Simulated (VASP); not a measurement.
# Al (Fm-3m) in VASP: a series of runs

The runs below take Al through single point, with PBE, LDA.

All numbers are computed with VASP 6.6.1; they aren't measurements. Logs are shortened: lines on timing, memory, paths and dates and some standing lists are left out, and cuts for length are marked.

### Step 1. The cell of the first run

The structure is cubic, space group Fm-3m (No. 225). The conventional cell has a = 4.041 Å, b = 4.041 Å, c = 4.041 Å, α = 90.00°, β = 90.00°, γ = 90.00°. Within 3.8 Å of Al (site symmetry m-3m) lie 12 Al at 2.86 Å.

### Step 2. Single point, PBE

POSCAR reads:

```
Al
1.0
    0.0000000000      2.0207284191      2.0207284191
    2.0207284191      0.0000000000      2.0207284191
    2.0207284191      2.0207284191      0.0000000000
Al
1
Direct
    0.0000000000      0.0000000000      0.0000000000
```

INCAR.step1 reads:

```
ALGO = Normal
EDIFF = 1E-6
ENCUT = 400
GGA = PE
GGA_COMPAT = F
ISIF = 2
ISMEAR = 0
LASPH = T
LCHARG = T
LORBIT = 11
LREAL = F
LWAVE = F
NBANDS = 8
NEDOS = 2001
NELM = 120
PREC = Accurate
SIGMA = 0.1
```

KPOINTS.step1 reads:

```
k-points
0
Gamma
  18 18 18
```

INCAR.step2 reads:

```
ALGO = Normal
EDIFF = 1E-6
ENCUT = 400
GGA = PE
GGA_COMPAT = F
ICHARG = 11
ISIF = 2
ISMEAR = -5
LASPH = T
LCHARG = F
LORBIT = 11
LREAL = F
LWAVE = F
NBANDS = 8
NEDOS = 2001
NELM = 120
PREC = Accurate
SIGMA = 0.1
```

KPOINTS.step2 reads:

```
k-points
0
Gamma
  27 27 27
```

Potentials or basis: VASP PAW PBE potentials, release 64 (Al).

The run is started by

```console
$ cat potpaw_PBE.64/Al/POTCAR > POTCAR
$ cp INCAR.step1 INCAR
$ cp KPOINTS.step1 KPOINTS
$ mpirun -np 1 vasp_std > vasp.out
$ cp INCAR.step2 INCAR
$ cp KPOINTS.step2 KPOINTS
$ mpirun -np 1 vasp_std > vasp.out
```

OUTCAR:

```text
EDIFF = 1E-6
   ENCUT = 400
   GGA = PE
   ICHARG = 11
   ISIF = 2
   ISMEAR = -5
   LASPH = T
   LORBIT = 11
   LREAL = F
   NELM = 120
   PREC = Accurate

 ion  position               nearest neighbor table
   1  0.000  0.000  0.000-

  LATTYP: Found a face centered cubic cell.
 ALAT       =     4.0414568382

  Lattice vectors:

 A1 = (   0.0000000000,   2.0207284191,   2.0207284191)
 A2 = (   2.0207284191,   0.0000000000,   2.0207284191)
 A3 = (   2.0207284191,   2.0207284191,   0.0000000000)

Analysis of symmetry for initial positions (statically):
=====================================================================
 Subroutine PRICEL returns:
 Original cell was already a primitive cell.

 Routine SETGRP: Setting up the symmetry group for a
 face centered cubic supercell.

 Subroutine GETGRP returns: Found 48 space group operations
 (whereof 48 operations were pure point group operations)
 out of a pool of 48 trial point group operations.

The static configuration has the point symmetry O_h .

Analysis of symmetry for dynamics (positions and initial velocities):
=====================================================================
 Subroutine PRICEL returns:
 Original cell was already a primitive cell.

 Routine SETGRP: Setting up the symmetry group for a
 face centered cubic supercell.

 Subroutine GETGRP returns: Found 48 space group operations
 (whereof 48 operations were pure point group operations)
 out of a pool of 48 trial point group operations.

The dynamic configuration has the point symmetry O_h .

 Subroutine INISYM returns: Found 48 space group operations
 (whereof 48 operations are pure point group operations),
 and found     1 'primitive' translations

----------------------------------------------------------------------------------------

                                     Primitive cell

  volume of cell :      16.5027

  direct lattice vectors                    reciprocal lattice vectors
     0.000000000  2.020728419  2.020728419    -0.247435526  0.247435526  0.247435526
     2.020728419  0.000000000  2.020728419     0.247435526 -0.247435526  0.247435526
     2.020728419  2.020728419  0.000000000     0.247435526  0.247435526 -0.247435526

  length of vectors
     2.857741536  2.857741536  2.857741536     0.428570903  0.428570903  0.428570903

  position of ions in fractional coordinates (direct lattice)
     0.000000000  0.000000000  0.000000000

  ion indices of the primitive-cell ions
   primitive index   ion index
                 1           1

----------------------------------------------------------------------------------------

 KPOINTS: k-points

Automatic generation of k-mesh.
 Grid dimensions read from file:
 generate k-points for:   27   27   27

 Generating k-lattice:

  Cartesian coordinates                     Fractional coordinates (reciprocal lattice)
    -0.009164279  0.009164279  0.009164279     0.037037037  0.000000000  0.000000000
     0.009164279 -0.009164279  0.009164279     0.000000000  0.037037037  0.000000000
     0.009164279  0.009164279 -0.009164279     0.000000000  0.000000000  0.037037037

  Length of vectors
     0.015872996  0.015872996  0.015872996

  Shift w.r.t. Gamma in fractional coordinates (k-lattice)
     0.000000000  0.000000000  0.000000000

 TETIRR: Found   2653 inequivalent tetrahedra from   118098

 Subroutine IBZKPT returns following result:
 ===========================================

 Found    560 irreducible k-points:

 Following reciprocal coordinates:
            Coordinates               Weight
  0.000000  0.000000  0.000000      1.000000
  0.037037  0.000000  0.000000      8.000000
  0.074074  0.000000  0.000000      8.000000
  0.111111  0.000000  0.000000      8.000000
  0.148148  0.000000  0.000000      8.000000
  0.185185  0.000000  0.000000      8.000000
[... 16 lines left out ...]
  0.333333  0.037037  0.000000     24.000000
  0.370370  0.037037  0.000000     24.000000
 [... further k-points ...]
   k-points           NKPTS =    560   k-points in BZ     NKDIM =    560   number of bands    NBANDS=      8
   number of dos      NEDOS =   2001   number of ions     NIONS =      1
   total plane-waves  NPLWV =   8000
   dimension x,y,z NGX =    20 NGY =   20 NGZ =   20
   dimension x,y,z NGXF=    40 NGYF=   40 NGZF=   40
   ions per type =               1
   NGX,Y,Z   is equivalent  to a cutoff of  11.63, 11.63, 11.63 a.u.
   NGXF,Y,Z  is equivalent  to a cutoff of  23.27, 23.27, 23.27 a.u.
 SYSTEM =  unknown system
   PREC   = accura    normal or accurate (medium, high low for compatibility)
   ISTART =      0    job   : 0-new  1-cont  2-samecut
   ICHARG =     11    charge: 1-file 2-atom 10-const
   ISPIN  =      1    spin polarized calculation?
   LNONCOLLINEAR =      F non collinear calculations
   LSORBIT =      F    spin-orbit coupling
   LASPH  =      T    aspherical Exc in radial PAW
   ENCUT  =  400.0 eV  29.40 Ry    5.42 a.u.   4.66  4.66  4.66*2*pi/ulx,y,z
   NELM   =    120;   NELMIN=  2; NELMDL=  0     # of ELM steps
   EDIFF  = 0.1E-05   stopping-criterion for ELM
   LREAL  =      F    real-space projection
   EDIFFG = 0.1E-04   stopping-criterion for IOM
   NSW    =      0    number of steps for IOM
   IBRION =     -1    ionic relax: 0-MD 1-quasi-New 2-CG
   NFREE  =      0    steps in history (QN), initial steepest desc. (CG)
   ISIF   =      2    stress and relaxation
   ISYM   =      2    0-nonsym 1-usesym 2-fastsym
   POTIM  = 0.5000    time-step for ionic-motion
   TEBEG  =    0.0;   TEEND  =   0.0 temperature during run
   PSTRESS=    0.0 pullay stress
   NELECT =       3.0000    total number of electrons
   NUPDOWN=      -1.0000    fix difference up-down
   EMIN   =  10.00;   EMAX   =-10.00  energy-range for DOS
   EFERMI =   0.00;   METHOD = LEGACY
   ISMEAR =    -5;   SIGMA  =   0.10  broadening in eV -4-tet -1-fermi 0-gaus
   EFERMI_NEDOS =   21; number of points for ismear=-14 and -15
   IALGO  =     38    algorithm
   IMIX   =      4    mixing-type and parameters
     AMIX     =   0.40;   BMIX     =  1.00
     AMIX_MAG =   1.60;   BMIX_MAG =  1.00
  volume/ion in A,a.u.               =      16.50       111.37
  Fermi-wavevector in a.u.,A,eV,Ry     =   0.927393  1.752519 11.701805  0.860058
  Thomas-Fermi vector in A             =   2.053458
   LORBIT       =     11    0 simple, 1 ext, 2 COOP (PROOUT), +10 PAW based schemes
   GGA     = PE    functional components
   LHFCALC =     F    Hartree Fock is set to
   AEXX    =    0.0000 exact exchange contribution
   IVDW    =     0    specifies the selected vdW correction
   LEPSILON=     F    determine dielectric tensor
   LRPA    =     F    only Hartree local field effects (RPA)
 non-spin polarized calculation
 Fermi weights with tetrahedron method with Bloechl corrections
  energy-cutoff  :      400.00
  volume of cell :       16.50
 maximum number of plane-waves:       311

 number of electron       3.0000000 magnetization

 Free energy of the ion-electron system (eV)
  ---------------------------------------------------
  ext. energy  EPLUGINS =         0.00000000
  ---------------------------------------------------
  free energy    TOTEN  =        -3.74602181 eV

  energy without entropy =       -3.74602181  energy(sigma->0) =       -3.74602181

 E-fermi :   8.0196     XC(G=0): -10.1958

 val. band max:        8.0047903324   @ k =  -0.4444   0.3333   0.1111
 cond. band min:       7.9484508339   @ k =  -0.2963   0.4815   0.1852
 fundamental gap:     -0.0563394985
 Fermi energy:         8.0195614469

 k-point     1 :       0.0000    0.0000    0.0000
  band No.  band energies     occupation
      1      -3.1344      2.00000
      2      20.6197      0.00000
      3      20.6197      0.00000
      4      20.6197      0.00000
      5      22.1081      0.00000
      6      22.1081      0.00000
      7      22.1081      0.00000
      8      24.4640      0.00000

 k-point     2 :       0.0370    0.0000    0.0000
  band No.  band energies     occupation
      1      -3.0971      2.00000
      2      19.7844      0.00000
      3      20.4612      0.00000
      4      20.4612      0.00000
      5      22.3251      0.00000
      6      22.3251      0.00000
      7      22.5163      0.00000
      8      24.8652      0.00000

 k-point     3 :       0.0741    0.0000    0.0000
  band No.  band energies     occupation
      1      -2.9853      2.00000
      2      18.3739      0.00000
      3      20.1367      0.00000
      4      20.1367      0.00000
      5      22.7590      0.00000
      6      22.8216      0.00000
      7      22.8216      0.00000
      8      25.9560      0.00000

 k-point     4 :       0.1111    0.0000    0.0000
  band No.  band energies     occupation
      1      -2.7991      2.00000
      2      16.8778      0.00000
      3      19.7947      0.00000
      4      19.7947      0.00000
      5      22.7476      0.00000
      6      23.4260      0.00000
      7      23.4260      0.00000
      8      25.9187      0.00000

 k-point     5 :       0.1481    0.0000    0.0000
  band No.  band energies     occupation
      1      -2.5388      2.00000
      2      15.3804      0.00000
      3      19.4855      0.00000
      4      19.4855      0.00000
      5      22.6464      0.00000
      6      23.9641      0.00000
      7      23.9641      0.00000
      8      25.3336      0.00000
[... 177 lines left out ...]
 k-point    22 :       0.2963    0.0370    0.0000
  band No.  band energies     occupation
      1      -0.9260      2.00000
      2      10.2335      0.00000
      3      18.0751      0.00000
      4      19.1799      0.00000
      5      21.1640      0.00000
      6      22.7610      0.00000
      7      22.9406      0.00000
      8      26.2614      0.00000

 k-point    23 :       0.3333    0.0370    0.0000
  band No.  band energies     occupation
      1      -0.3274      2.00000
      2       8.9421     -0.07052
      3      18.0288      0.00000
      4      19.1408      0.00000
      5      20.5467      0.00000
      6      22.3402      0.00000
      7      22.7628      0.00000
      8      25.7812      0.00000

 k-point    24 :       0.3704    0.0370    0.0000
  band No.  band energies     occupation
      1       0.3416      2.00000
      2       7.7083      1.63095
      3      18.0451      0.00000
      4      19.1629      0.00000
      5      19.9853      0.00000
      6      21.7918      0.00000
      7      22.8223      0.00000
      8      25.2241      0.00000

 [... further k-points ...]
[... 5 lines left out ...]
  --------------------------------------------------------------------------------------
  -------------------------------------------------------------------------------------
  Total       -0.0278277     -0.0278277     -0.0278277      0.0000000      0.0000000      0.0000000
  in kB       -2.7016828     -2.7016828     -2.7016828      0.0000000      0.0000000      0.0000000
  external PRESSURE =      -2.7016828 kB  Pullay stress =       0.0000000 kB

 VOLUME and BASIS-vectors are now :
 -----------------------------------------------------------------------------
  energy-cutoff  :      400.00
  volume of cell :       16.50
      direct lattice vectors                 reciprocal lattice vectors
     0.000000000  2.020728419  2.020728419    -0.247435526  0.247435526  0.247435526
     2.020728419  0.000000000  2.020728419     0.247435526 -0.247435526  0.247435526
     2.020728419  2.020728419  0.000000000     0.247435526  0.247435526 -0.247435526

 POSITION                                       TOTAL-FORCE (eV/Angst)
 -----------------------------------------------------------------------------------
      0.00000      0.00000      0.00000         0.000000     -0.000000      0.000000
 -----------------------------------------------------------------------------------
    total drift:                                0.000000      0.000000     -0.000000

  FREE ENERGIE OF THE ION-ELECTRON SYSTEM (eV)
  ---------------------------------------------------
  free  energy   TOTEN  =        -3.7460218143 eV

  energy  without entropy=       -3.7460218143  energy(sigma->0) =       -3.74602181

 total charge

# of ion       s       p       d       tot
------------------------------------------
    1        0.427   0.340   0.000   0.767
```

It took 25 s on 1 thread of Intel Xeon Platinum 8488C (Sapphire Rapids), shared host; peak memory 0.15 GiB.

Results:

```
Valence electrons inside the program's atomic spheres : Al 0.77
```

Caveat: tetrahedron occupations give inexact forces and stress in metals.

### Step 3. Single point, LDA

POSCAR is that of step 2.

INCAR.step1 reads:

```
SYSTEM = Al
PREC = Accurate ; ENCUT = 400
EDIFF = 1E-6 ; ISMEAR = 0
SIGMA = 0.1 ; LREAL = .False.
LASPH = .True. ; NELM = 120
ALGO = Normal ; ISIF = 2
LWAVE = .False. ; LCHARG = .True.
GGA = CA ; NBANDS = 8
GGA_COMPAT = .False. ; NEDOS = 2001
LORBIT = 11
```

KPOINTS.step1 reads:

```
Automatic mesh
0
Gamma
  18 18 18
  0 0 0
```

INCAR.step2 reads:

```
SYSTEM = Al
PREC = Accurate ; ENCUT = 400
EDIFF = 1E-6 ; ISMEAR = -5
SIGMA = 0.1 ; LREAL = .False.
LASPH = .True. ; NELM = 120
ALGO = Normal ; ISIF = 2
LWAVE = .False. ; LCHARG = .False.
GGA = CA ; LORBIT = 11
NEDOS = 2001 ; ICHARG = 11
GGA_COMPAT = .False.
```

KPOINTS.step2 reads:

```
Automatic mesh
0
Gamma
  27 27 27
  0 0 0
```

Potentials or basis: VASP PAW LDA potentials, release 64 (Al).

The run is started by

```console
$ cat potpaw_LDA.64/Al/POTCAR > POTCAR
$ cp INCAR.step1 INCAR
$ cp KPOINTS.step1 KPOINTS
$ mpirun -np 1 vasp_std > vasp.out
$ cp INCAR.step2 INCAR
$ cp KPOINTS.step2 KPOINTS
$ mpirun -np 1 vasp_std > vasp.out
```

OUTCAR:

```text
SYSTEM = Al
   PREC = Accurate
   ENCUT = 400
   EDIFF = 1E-6
   ISMEAR = -5
   LREAL = .False.
   LASPH = .True.
   NELM = 120
   ISIF = 2
   GGA = CA
   LORBIT = 11
   ICHARG = 11

 ion  position               nearest neighbor table
   1  0.000  0.000  0.000-

  LATTYP: Found a face centered cubic cell.
 ALAT       =     4.0414568382

  Lattice vectors:

 A1 = (   0.0000000000,   2.0207284191,   2.0207284191)
 A2 = (   2.0207284191,   0.0000000000,   2.0207284191)
 A3 = (   2.0207284191,   2.0207284191,   0.0000000000)

Analysis of symmetry for initial positions (statically):
=====================================================================
 Subroutine PRICEL returns:
 Original cell was already a primitive cell.

 Routine SETGRP: Setting up the symmetry group for a
 face centered cubic supercell.

 Subroutine GETGRP returns: Found 48 space group operations
 (whereof 48 operations were pure point group operations)
 out of a pool of 48 trial point group operations.

[... 159 lines left out ...]
  energy without entropy =       -4.18482213  energy(sigma->0) =       -4.18482213

 E-fermi :   7.8060     XC(G=0): -10.3431

 val. band max:        7.7820264340   @ k =   0.4815   0.2593   0.0000
 cond. band min:       7.7219107305   @ k =  -0.2963   0.4815   0.1852
 fundamental gap:     -0.0601157036
 Fermi energy:         7.8059626643

 k-point     1 :       0.0000    0.0000    0.0000
  band No.  band energies     occupation
      1      -3.3092      2.00000
      2      20.3611      0.00000
      3      20.3611      0.00000
      4      20.3611      0.00000
      5      21.6782      0.00000
[... 177 lines left out ...]
 k-point    24 :       0.3704    0.0370    0.0000
  band No.  band energies     occupation
      1       0.1578      2.00000
      2       7.4977      1.62726
      3      17.7439      0.00000
      4      18.8590      0.00000
      5      19.6853      0.00000

 [... further k-points ...]

------------------------ aborting loop because EDIFF is reached ----------------------------------------

  FORCE on cell =-STRESS in cart. coord.  units (eV):
  Direction    XX          YY          ZZ          XY          YZ          ZX
  --------------------------------------------------------------------------------------
  -------------------------------------------------------------------------------------
  Total       -0.3534851     -0.3534851     -0.3534851      0.0000000      0.0000000      0.0000000
  in kB      -34.3184673    -34.3184673    -34.3184673      0.0000000      0.0000000      0.0000000
  external PRESSURE =     -34.3184673 kB  Pullay stress =       0.0000000 kB

 VOLUME and BASIS-vectors are now :
 -----------------------------------------------------------------------------
  energy-cutoff  :      400.00
  volume of cell :       16.50
      direct lattice vectors                 reciprocal lattice vectors
     0.000000000  2.020728419  2.020728419    -0.247435526  0.247435526  0.247435526
     2.020728419  0.000000000  2.020728419     0.247435526 -0.247435526  0.247435526
     2.020728419  2.020728419  0.000000000     0.247435526  0.247435526 -0.247435526

 POSITION                                       TOTAL-FORCE (eV/Angst)
 -----------------------------------------------------------------------------------
      0.00000      0.00000      0.00000         0.000000      0.000000      0.000000
 -----------------------------------------------------------------------------------
    total drift:                                0.000000      0.000000     -0.000000

  FREE ENERGIE OF THE ION-ELECTRON SYSTEM (eV)
  ---------------------------------------------------
  free  energy   TOTEN  =        -4.1848221348 eV

  energy  without entropy=       -4.1848221348  energy(sigma->0) =       -4.18482213

 total charge

# of ion       s       p       d       tot
------------------------------------------
    1        0.441   0.346   0.000   0.787
```

OUTCAR.step1:

```text
SYSTEM = Al
   PREC = Accurate
   ENCUT = 400
   EDIFF = 1E-6
   ISMEAR = 0
   LREAL = .False.
   LASPH = .True.
   NELM = 120
   ISIF = 2
[... 481 lines left out ...]
      0.00000      0.00000      0.00000         0.000000      0.000000     -0.000000
 -----------------------------------------------------------------------------------
    total drift:                                0.000000      0.000000     -0.000000

  FREE ENERGIE OF THE ION-ELECTRON SYSTEM (eV)
  ---------------------------------------------------
  free  energy   TOTEN  =        -4.1830094465 eV

  energy  without entropy=       -4.1802879429  energy(sigma->0) =       -4.18164869

 total charge

# of ion       s       p       d       tot
------------------------------------------
    1        0.442   0.345   0.000   0.788
```

OSZICAR.step1:

```text
N       E                     dE             d eps       ncg     rms          rms(c)
DAV:   1    -0.309838984985E+01   -0.30984E+01   -0.75482E+02  3280   0.159E+02
DAV:   2    -0.420700683382E+01   -0.11086E+01   -0.10530E+01  4560   0.162E+01
DAV:   3    -0.421181963937E+01   -0.48128E-02   -0.48081E-02  3784   0.114E+00
DAV:   4    -0.421182547932E+01   -0.58399E-05   -0.58395E-05  5040   0.383E-02
DAV:   5    -0.421182548989E+01   -0.10569E-07   -0.10909E-07  3960   0.734E-04    0.136E+00
DAV:   6    -0.419431969897E+01    0.17506E-01   -0.26475E-03  4128   0.202E-01    0.767E-01
DAV:   7    -0.418303352490E+01    0.11286E-01   -0.65891E-03  3992   0.314E-01    0.159E-01
DAV:   8    -0.418300962904E+01    0.23896E-04   -0.18784E-05  4568   0.276E-02    0.146E-02
DAV:   9    -0.418300944650E+01    0.18253E-06   -0.12796E-07  4272   0.165E-03
   1 F= -.41830094E+01 E0= -.41816487E+01  d E =-.272150E-02
```

It took 17 s on 1 thread of Intel Xeon Platinum 8488C (Sapphire Rapids), shared host; peak memory 0.14 GiB.

Results:

```
Valence electrons inside the program's atomic spheres : Al 0.79
```

Levels at points of the mesh, in eV from the Fermi level:
| k point | band 1 | band 2 | band 3 | band 4 | band 5 |
| --- | --- | --- | --- | --- | --- |
| (0.00, 0.00, 0.00) | -11.12 | 12.56 | 12.56 | 12.56 | 13.87 |

Caveat: tetrahedron occupations give inexact forces and stress in metals.
